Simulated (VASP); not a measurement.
# AlNi (Cmmm) in VASP: notebook

AlNi is run at these levels: LDA; tasks: single point.

Everything below comes from runs of VASP 6.6.1. Logs are shortened: lines on timing, memory, paths and dates and some standing lists are left out, and cuts for length are marked.

## 1. The cell of the first run

The structure is orthorhombic, space group Cmmm (No. 65). Conventional cell: a = 3.744 Å, b = 3.772 Å, c = 2.992 Å, α = 90.00°, β = 90.00°, γ = 90.00°. Al (site symmetry mmm) has 8 Ni at 2.40 to 2.41 Å and 6 Al at 2.66 to 2.99 Å within 3.2 Å. Ni (site symmetry mmm) has 8 Al at 2.40 to 2.41 Å and 6 Ni at 2.66 to 2.99 Å within 3.2 Å.

## 2. Single point, LDA, collinear spin, ferromagnetic start

File INCAR:

```
ALGO = Normal ; EDIFF = 1E-6
ENCUT = 520 ; GGA = CA
ISIF = 2 ; ISMEAR = -1
ISPIN = 2 ; LASPH = T
LCHARG = F ; LMAXMIX = 4
LORBIT = 11 ; LREAL = F
LWAVE = F ; MAGMOM = 0 1
NBANDS = 18 ; NELM = 150
PREC = Accurate ; SIGMA = 0.05
```

File KPOINTS:

```
k-points
0
Gamma
  10 10 9
```

File POSCAR:

```
AlNi
1.0
    1.8717884770     -1.8857842111      0.0000000000
    1.8717884770      1.8857842111      0.0000000000
    0.0000000000      0.0000000000      2.9924667633
Al Ni
1 1
Direct
    0.0000000000      0.0000000000      0.0000000000
    0.5000000000      0.5000000000      0.5000000000
```

Potentials or basis: VASP PAW LDA potentials, release 64 (Al, Ni).

Command:

```sh
$ cat potpaw_LDA.64/Al/POTCAR potpaw_LDA.64/Ni/POTCAR > POTCAR
$ mpirun -np 1 vasp_std > vasp.out
```

OUTCAR:

```text
EDIFF = 1E-6
   ENCUT = 520
   GGA = CA
   ISIF = 2
   ISMEAR = -1
   ISPIN = 2
   LASPH = T
   LORBIT = 11
   LREAL = F
   NELM = 150
   PREC = Accurate

 ion  position               nearest neighbor table
   1  0.000  0.000  0.000-   2 2.40   2 2.40   2 2.40   2 2.40   2 2.41   2 2.41   2 2.41   2 2.41

   2  0.500  0.500  0.500-   1 2.40   1 2.40   1 2.40   1 2.40   1 2.41   1 2.41   1 2.41   1 2.41

  LATTYP: Found a base centered orthorhombic cell.
 ALAT       =     3.7435769540
 B/A-ratio  =     1.0074771986
 C/A-ratio  =     0.7993602910

  Lattice vectors:

 A1 = (   1.8717884770,  -1.8857842111,   0.0000000000)
 A2 = (   1.8717884770,   1.8857842111,   0.0000000000)
 A3 = (   0.0000000000,   0.0000000000,   2.9924667633)

Analysis of symmetry for initial positions (statically):
=====================================================================
 Subroutine PRICEL returns:
 Original cell was already a primitive cell.

 Routine SETGRP: Setting up the symmetry group for a
 base centered orthorhombic supercell.

 Subroutine GETGRP returns: Found  8 space group operations
 (whereof  8 operations were pure point group operations)
 out of a pool of  8 trial point group operations.

The static configuration has the point symmetry D_2h.

Analysis of symmetry for dynamics (positions and initial velocities):
=====================================================================
 Subroutine PRICEL returns:
 Original cell was already a primitive cell.

 Routine SETGRP: Setting up the symmetry group for a
 base centered orthorhombic supercell.

 Subroutine GETGRP returns: Found  8 space group operations
 (whereof  8 operations were pure point group operations)
 out of a pool of  8 trial point group operations.

The dynamic configuration has the point symmetry D_2h.

Analysis of structural, dynamic, and magnetic symmetry:
=====================================================================
 Subroutine PRICEL returns:
 Original cell was already a primitive cell.

 Routine SETGRP: Setting up the symmetry group for a
 base centered orthorhombic supercell.

 Subroutine GETGRP returns: Found  8 space group operations
 (whereof  8 operations were pure point group operations)
 out of a pool of  8 trial point group operations.

The overall configuration has the point symmetry D_2h.

 Subroutine INISYM returns: Found  8 space group operations
 (whereof  8 operations are pure point group operations),
 and found     1 'primitive' translations
[... 109 lines left out ...]
   EFERMI =   0.00;   METHOD = LEGACY
   ISMEAR =    -1;   SIGMA  =   0.05  broadening in eV -4-tet -1-fermi 0-gaus
   EFERMI_NEDOS =   21; number of points for ismear=-14 and -15
   IALGO  =     38    algorithm
   IMIX   =      4    mixing-type and parameters
     AMIX     =   0.40;   BMIX     =  1.00
     AMIX_MAG =   1.60;   BMIX_MAG =  1.00
  volume/ion in A,a.u.               =      10.56        71.28
  Fermi-wavevector in a.u.,A,eV,Ry     =   1.392472  2.631391 26.381415  1.938979
  Thomas-Fermi vector in A             =   2.516212
   LORBIT       =     11    0 simple, 1 ext, 2 COOP (PROOUT), +10 PAW based schemes
   GGA     = CA    functional components
   LHFCALC =     F    Hartree Fock is set to
   AEXX    =    0.0000 exact exchange contribution
   IVDW    =     0    specifies the selected vdW correction
   LEPSILON=     F    determine dielectric tensor
   LRPA    =     F    only Hartree local field effects (RPA)
 spin polarized calculation
  energy-cutoff  :      520.00
  volume of cell :       21.13
 maximum number of plane-waves:       582
   NGX =  9   NGY =  9   NGZ = 11

 number of electron      12.9999980 magnetization      -0.0014160

 number of electron      12.9999980 magnetization       0.0001376

 Free energy of the ion-electron system (eV)
  ---------------------------------------------------
  ext. energy  EPLUGINS =         0.00000000
  ---------------------------------------------------
  free energy    TOTEN  =       -12.06755191 eV

  energy without entropy =      -12.06063137  energy(sigma->0) =      -12.06409164

 E-fermi :  11.4931     XC(G=0): -12.9160

 val. band max:       11.4913229050   @ k =   0.4000   0.2000   0.1111
 cond. band min:      11.5057584564   @ k =  -0.4000   0.2000   0.1111
 fundamental gap:      0.0144355514
 Fermi energy:        11.4930612631

 spin component 1

 k-point     1 :       0.0000    0.0000    0.0000
  band No.  band energies     occupation
      1      -0.5434      1.00000
      2       7.4877      1.00000
      3       7.6447      1.00000
      4       9.5564      1.00000
      5       9.5789      1.00000
      6       9.9253      1.00000
[... 493 lines left out ...]
     17      36.0385      0.00000
     18      37.5643      0.00000

 [... further k-points ...]

 spin component 2

 k-point     1 :       0.0000    0.0000    0.0000
  band No.  band energies     occupation
      1      -0.5434      1.00000
      2       7.4877      1.00000
      3       7.6448      1.00000
      4       9.5564      1.00000
      5       9.5790      1.00000
      6       9.9253      1.00000
[... 493 lines left out ...]
     17      36.0385      0.00000
     18      37.5643      0.00000

 [... further k-points ...]
[... 5 lines left out ...]
  --------------------------------------------------------------------------------------
  -------------------------------------------------------------------------------------
  Total        2.8217994      2.5431087      1.4206206     -0.0000000      0.0000000      0.0000000
  in kB      214.0073206    192.8712124    107.7408979     -0.0000000      0.0000000      0.0000000
  external PRESSURE =     171.5398103 kB  Pullay stress =       0.0000000 kB

 VOLUME and BASIS-vectors are now :
 -----------------------------------------------------------------------------
  energy-cutoff  :      520.00
  volume of cell :       21.13
      direct lattice vectors                 reciprocal lattice vectors
     1.871788477 -1.885784211  0.000000000     0.267124200 -0.265141683  0.000000000
     1.871788477  1.885784211  0.000000000     0.267124200  0.265141683  0.000000000
     0.000000000  0.000000000  2.992466763     0.000000000  0.000000000  0.334172467

 POSITION                                       TOTAL-FORCE (eV/Angst)
 -----------------------------------------------------------------------------------
      0.00000      0.00000      0.00000         0.000000     -0.000000      0.000000
      1.87179      0.00000      1.49623         0.000000      0.000000      0.000000
 -----------------------------------------------------------------------------------
    total drift:                                0.000000      0.000000      0.000000

  FREE ENERGIE OF THE ION-ELECTRON SYSTEM (eV)
  ---------------------------------------------------
  free  energy   TOTEN  =       -12.0675519137 eV

  energy  without entropy=      -12.0606313704  energy(sigma->0) =      -12.06409164

 total charge

# of ion       s       p       d       tot
------------------------------------------
    1        0.406   0.481   0.000   0.886
    2        0.538   0.632   8.556   9.726
--------------------------------------------------
tot          0.943   1.113   8.556  10.612

 magnetization (x)

# of ion       s       p       d       tot
------------------------------------------
    1        0.000   0.000   0.000   0.000
    2        0.000  -0.000   0.000   0.000
--------------------------------------------------
tot          0.000  -0.000   0.000   0.000
```

Run time: 40 s. Hardware: 1 thread of Intel Xeon Platinum 8559C (Emerald Rapids), shared host; peak memory 0.19 GiB.

Results:

```
Free energy                                           : -12.0676 eV
Pressure                                              : 17.2 GPa
Net moment                                            : 0.00 μB per cell
Valence electrons inside the program's atomic spheres : Al 0.89; Ni 9.73
```

Stress tensor (GPa, compression positive):
```
21.40  0.00  0.00
 0.00 19.29  0.00
 0.00  0.00 10.77
```

Caveat: the cell stands under pressure.

## 3. Single point, LDA, collinear spin, ferromagnetic start

This run uses another cell than the first one, of 10.86 Å³/atom.

File INCAR:

```
PREC = Accurate
ENCUT = 520
EDIFF = 1E-6
ISMEAR = -1
SIGMA = 0.05
LREAL = False
LASPH = True
NELM = 150
ALGO = Normal
ISIF = 2
LWAVE = False
LCHARG = True
ISPIN = 2
MAGMOM = 0 1
LORBIT = 11
LMAXMIX = 4
GGA = CA
LELF = True
LVHAR = True
NBANDS = 18
```

File KPOINTS:

```
Automatic mesh
0
Gamma
  10 10 9
```

File POSCAR:

```
AlNi
1.0
    1.8889618076     -1.9030859501      0.0000000000
    1.8889618076      1.9030859501      0.0000000000
    0.0000000000      0.0000000000      3.0199221205
Al Ni
1 1
Direct
    0.0000000000      0.0000000000      0.0000000000
    0.5000000000      0.5000000000      0.5000000000
```

Potentials or basis: VASP PAW LDA potentials, release 64 (Al, Ni).

Command:

```sh
$ cat potpaw_LDA.64/Al/POTCAR potpaw_LDA.64/Ni/POTCAR > POTCAR
$ mpirun -np 1 vasp_std > vasp.out
```

Wall time 41 s (1 thread of Intel Xeon Platinum 8559C (Emerald Rapids), shared host); peak memory 0.19 GiB.

Results (log left out):

* Free energy: -12.1181 eV
* Pressure: 10.5 GPa
* Net moment: 0.00 μB per cell
* Valence electrons inside the program's atomic spheres: Al 0.87; Ni 9.67

Stress tensor (GPa, compression positive):
```
14.49  0.00  0.00
 0.00 12.52  0.00
 0.00  0.00  4.58
```

Levels at points of the mesh, in eV from the Fermi level:
Spin up:
```csv
k point,band 3,band 4,band 5,band 6,band 7,band 8,band 9,band 10,band 11,band 12
"(0.00, 0.00, 0.00)",-3.69,-1.86,-1.84,-1.51,3.11,7.44,7.48,7.55,8.98,15.89
"(0.50, 0.00, 0.00)",-3.15,-3.07,-2.32,-1.71,-0.38,8.05,8.11,10.04,12.06,13.55
"(0.50, 0.50, 0.00)",-2.75,-2.75,-2.57,-2.44,-0.95,2.41,3.76,11.43,14.15,14.29
```
Spin down:
| k point | band 5 | band 6 | band 7 | band 8 | band 9 | band 10 |
| --- | --- | --- | --- | --- | --- | --- |
| (0.00, 0.00, 0.00) | -1.84 | -1.51 | 3.11 | 7.44 | 7.48 | 7.55 |
| (0.50, 0.00, 0.00) | -2.32 | -1.71 | -0.38 | 8.05 | 8.11 | 10.04 |
| (0.50, 0.50, 0.00) | -2.57 | -2.44 | -0.95 | 2.41 | 3.76 | 11.43 |

Caveat: the cell stands under pressure.

## 4. Single point, LDA, collinear spin, ferromagnetic start

This run uses another cell than the first one, of 11.15 Å³/atom.

File INCAR:

```
SYSTEM = AlNi
  ALGO = Normal
  EDIFF = 1E-7
  ENCUT = 520
  GGA = CA
  ISIF = 2
  ISMEAR = -1
  ISPIN = 2
  LASPH = .TRUE.
  LCHARG = .TRUE.
  LELF = .TRUE.
  LMAXMIX = 4
  LORBIT = 11
  LREAL = .FALSE.
  LVHAR = .TRUE.
  LWAVE = .FALSE.
  MAGMOM = 0 1
  NBANDS = 18
  NELM = 150
  PREC = Accurate
  SIGMA = 0.05
```

File KPOINTS:

```
k-points
0
G
  10 10 9
  0 0 0
```

File POSCAR:

```
AlNi
1.0
    1.9058284305     -1.9200786881      0.0000000000
    1.9058284305      1.9200786881      0.0000000000
    0.0000000000      0.0000000000      3.0468871376
Al Ni
1 1
Direct
    0.0000000000      0.0000000000      0.0000000000
    0.5000000000      0.5000000000      0.5000000000
```

Command:

```sh
$ cat potpaw_LDA.64/Al/POTCAR potpaw_LDA.64/Ni/POTCAR > POTCAR
$ mpirun -np 1 vasp_std > vasp.out
```

It took 44 s on 1 thread of Intel Xeon Platinum 8559C (Emerald Rapids), shared host; peak memory 0.2 GiB.

Results (log left out):

```
Free energy                                           : -12.1460 eV
Pressure                                              : 4.7 GPa
Net moment                                            : 0.00 μB per cell
Valence electrons inside the program's atomic spheres : Al 0.85; Ni 9.62
```

Stress tensor (GPa, compression positive):
```
 8.43  0.00  0.00
 0.00  6.59  0.00
 0.00  0.00 -0.82
```

Levels at points of the mesh, in eV from the Fermi level:
Spin up:
| k point | band 4 | band 5 | band 6 | band 7 | band 8 | band 9 | band 10 | band 11 |
| --- | --- | --- | --- | --- | --- | --- | --- | --- |
| (0.00, 0.00, 0.00) | -1.80 | -1.77 | -1.45 | 3.05 | 7.29 | 7.33 | 7.45 | 8.90 |
| (0.50, 0.00, 0.00) | -2.96 | -2.23 | -1.65 | -0.37 | 7.96 | 8.08 | 9.80 | 11.91 |
| (0.50, 0.50, 0.00) | -2.64 | -2.50 | -2.37 | -0.91 | 2.35 | 3.60 | 11.17 | 13.94 |
Spin down:
| k point | band 5 | band 6 | band 7 | band 8 | band 9 | band 10 |
| --- | --- | --- | --- | --- | --- | --- |
| (0.00, 0.00, 0.00) | -1.77 | -1.45 | 3.05 | 7.29 | 7.33 | 7.45 |
| (0.50, 0.00, 0.00) | -2.23 | -1.65 | -0.37 | 7.96 | 8.08 | 9.80 |
| (0.50, 0.50, 0.00) | -2.50 | -2.37 | -0.91 | 2.35 | 3.60 | 11.17 |

Caveat: the cell stands under pressure.

## 5. Single point, LDA, collinear spin, ferromagnetic start

This run uses another cell than the first one, of 11.44 Å³/atom.

File INCAR:

```
  PREC = Accurate
  ENCUT = 520
  EDIFF = 1E-6
  ISMEAR = -1
  SIGMA = 0.05
  LREAL = False
  LASPH = True
  NELM = 150
  ALGO = Normal
  ISIF = 2
  LWAVE = False
  LCHARG = False
  ISPIN = 2
  MAGMOM = 0 1
  LORBIT = 11
  LMAXMIX = 4
  NBANDS = 18
```

File KPOINTS:

```
regular mesh
0
Gamma
  10 10 9
```

File POSCAR:

```
AlNi
1.0
    1.9224016835     -1.9367758626      0.0000000000
    1.9224016835      1.9367758626      0.0000000000
    0.0000000000      0.0000000000      3.0733831383
Al Ni
1 1
Direct
    0.0000000000      0.0000000000      0.0000000000
    0.5000000000      0.5000000000      0.5000000000
```

Potentials or basis: VASP PAW LDA potentials, release 64 (Al, Ni).

Command:

```sh
$ cat potpaw_LDA.64/Al/POTCAR potpaw_LDA.64/Ni/POTCAR > POTCAR
$ mpirun -np 1 vasp_std > vasp.out
```

OUTCAR:

```text
PREC = Accurate
   ENCUT = 520
   EDIFF = 1E-6
   ISMEAR = -1
   LREAL = False
   LASPH = True
   NELM = 150
   ISIF = 2
   ISPIN = 2
   LORBIT = 11

 ion  position               nearest neighbor table
   1  0.000  0.000  0.000-   2 2.46   2 2.46   2 2.46   2 2.46   2 2.47   2 2.47   2 2.47   2 2.47

   2  0.500  0.500  0.500-   1 2.46   1 2.46   1 2.46   1 2.46   1 2.47   1 2.47   1 2.47   1 2.47

  LATTYP: Found a base centered orthorhombic cell.
 ALAT       =     3.8448033670
 B/A-ratio  =     1.0074771986
 C/A-ratio  =     0.7993602910

  Lattice vectors:

 A1 = (   1.9224016835,  -1.9367758626,   0.0000000000)
 A2 = (   1.9224016835,   1.9367758626,   0.0000000000)
 A3 = (   0.0000000000,   0.0000000000,   3.0733831383)

Analysis of symmetry for initial positions (statically):
=====================================================================
 Subroutine PRICEL returns:
 Original cell was already a primitive cell.

 Routine SETGRP: Setting up the symmetry group for a
 base centered orthorhombic supercell.

[... 695 lines left out ...]

 spin component 2

 k-point     1 :       0.0000    0.0000    0.0000
  band No.  band energies     occupation
      1      -1.0769      1.00000
      2       6.7851      1.00000
      3       6.9220      1.00000
      4       8.6024      1.00000
      5       8.6226      1.00000
      6       8.9354      1.00000
[... 493 lines left out ...]
     17      33.7440      0.00000
     18      34.8697      0.00000

 [... further k-points ...]
[... 5 lines left out ...]
  --------------------------------------------------------------------------------------
  -------------------------------------------------------------------------------------
  Total        0.4556467      0.2111333     -0.7778582     -0.0000000      0.0000000      0.0000000
  in kB       31.8983787     14.7807718    -54.4553830     -0.0000000      0.0000000      0.0000000
  external PRESSURE =      -2.5920775 kB  Pullay stress =       0.0000000 kB

 VOLUME and BASIS-vectors are now :
 -----------------------------------------------------------------------------
  energy-cutoff  :      520.00
  volume of cell :       22.89
      direct lattice vectors                 reciprocal lattice vectors
     1.922401683 -1.936775863  0.000000000     0.260091324 -0.258161003  0.000000000
     1.922401683  1.936775863  0.000000000     0.260091324  0.258161003  0.000000000
     0.000000000  0.000000000  3.073383138     0.000000000  0.000000000  0.325374337

 POSITION                                       TOTAL-FORCE (eV/Angst)
 -----------------------------------------------------------------------------------
      0.00000      0.00000      0.00000        -0.000000      0.000000      0.000000
      1.92240      0.00000      1.53669         0.000000     -0.000000      0.000000
 -----------------------------------------------------------------------------------
    total drift:                                0.000000      0.000000      0.000000

  FREE ENERGIE OF THE ION-ELECTRON SYSTEM (eV)
  ---------------------------------------------------
  free  energy   TOTEN  =       -12.1540357200 eV

  energy  without entropy=      -12.1469869458  energy(sigma->0) =      -12.15051133

 total charge

# of ion       s       p       d       tot
------------------------------------------
    1        0.396   0.441   0.000   0.836
    2        0.502   0.554   8.510   9.566
--------------------------------------------------
tot          0.897   0.995   8.510  10.403

 magnetization (x)

# of ion       s       p       d       tot
------------------------------------------
    1        0.000   0.000   0.000   0.000
    2       -0.000  -0.000   0.000   0.000
--------------------------------------------------
tot          0.000  -0.000   0.000   0.000
```

OSZICAR:

```text
N       E                     dE             d eps       ncg     rms          rms(c)
DAV:   1     0.445029035956E+02    0.44503E+02   -0.53299E+03 11522   0.807E+02
DAV:   2    -0.108384183258E+02   -0.55341E+02   -0.48661E+02 11920   0.165E+02
DAV:   3    -0.135687037128E+02   -0.27303E+01   -0.26817E+01 13274   0.377E+01
DAV:   4    -0.136001958652E+02   -0.31492E-01   -0.31468E-01 12908   0.359E+00
DAV:   5    -0.136007503593E+02   -0.55449E-03   -0.55445E-03 13156   0.517E-01    0.129E+01
DAV:   6    -0.155941624237E+02   -0.19934E+01   -0.41159E+01 12678   0.767E+01    0.160E+01
DAV:   7    -0.121903418641E+02    0.34038E+01   -0.12320E+01 12682   0.454E+01    0.135E+00
DAV:   8    -0.121705930748E+02    0.19749E-01   -0.25219E-01 14690   0.478E+00    0.108E+00
DAV:   9    -0.121540391486E+02    0.16554E-01   -0.41297E-02 14684   0.214E+00    0.445E-01
DAV:  10    -0.121541154946E+02   -0.76346E-04   -0.76630E-04 14950   0.258E-01    0.161E-01
DAV:  11    -0.121540213133E+02    0.94181E-04   -0.54639E-04 14156   0.204E-01    0.717E-02
DAV:  12    -0.121540403386E+02   -0.19025E-04   -0.63372E-05 14734   0.699E-02    0.419E-02
DAV:  13    -0.121540365307E+02    0.38079E-05   -0.11963E-05 14640   0.422E-02    0.144E-02
DAV:  14    -0.121540357200E+02    0.81069E-06   -0.11134E-06  6852   0.109E-02
   1 F= -.12154036E+02 E0= -.12150511E+02  d E =-.704877E-02  mag=     0.0000
```

stdout:

```text
POSCAR found type information on POSCAR AlNi
 POSCAR found :  2 types and       2 ions
 scaLAPACK will be used
 LDA part: xc-table for (Slater(with rela. corr.)+CA(PZ))
 , standard interpolation
 POSCAR, INCAR and KPOINTS ok, starting setup
 FFT: planning ... GRIDC
 FFT: planning ... GRID_SOFT
 FFT: planning ... GRID
 WAVECAR not read
 entering main loop
```

Run time: 40 s. Hardware: 1 thread of Intel Xeon Platinum 8559C (Emerald Rapids), shared host; peak memory 0.2 GiB.

Results:

* Free energy: -12.1540 eV
* Pressure: -0.3 GPa
* Net moment: 0.00 μB per cell
* Valence electrons inside the program's atomic spheres: Al 0.84; Ni 9.57

Stress tensor (GPa, compression positive):
```
 3.19  0.00  0.00
 0.00  1.48  0.00
 0.00  0.00 -5.45
```

## 6. Summary

| cell | gap on the mesh (eV) | pressure (GPa) | moment (μB) |
| --- | --- | --- | --- |
| a = 2.657, b = 2.657, c = 2.992 Å, angles 90.0, 90.0, 90.4°, 2 atoms | none | 17.2 | 0.00 |
| a = 2.681, b = 2.681, c = 3.020 Å, angles 90.0, 90.0, 90.4°, 2 atoms | none | 10.5 | 0.00 |
| a = 2.705, b = 2.705, c = 3.047 Å, angles 90.0, 90.0, 90.4°, 2 atoms | none | 4.7 | 0.00 |
| a = 2.729, b = 2.729, c = 3.073 Å, angles 90.0, 90.0, 90.4°, 2 atoms | none | -0.3 | 0.00 |

Alike in all rows: task single point; level LDA; potentials or basis VASP PAW LDA potentials, release 64 (Al, Ni); spin collinear, ferromagnetic start; k mesh 10 × 10 × 9; cutoff (eV) 520; smearing fermi-dirac 0.05 eV.

Caveats: the cell stands under pressure (at least some runs).

Total energies depend on the potentials used, so only differences within one code and one set of settings carry meaning.
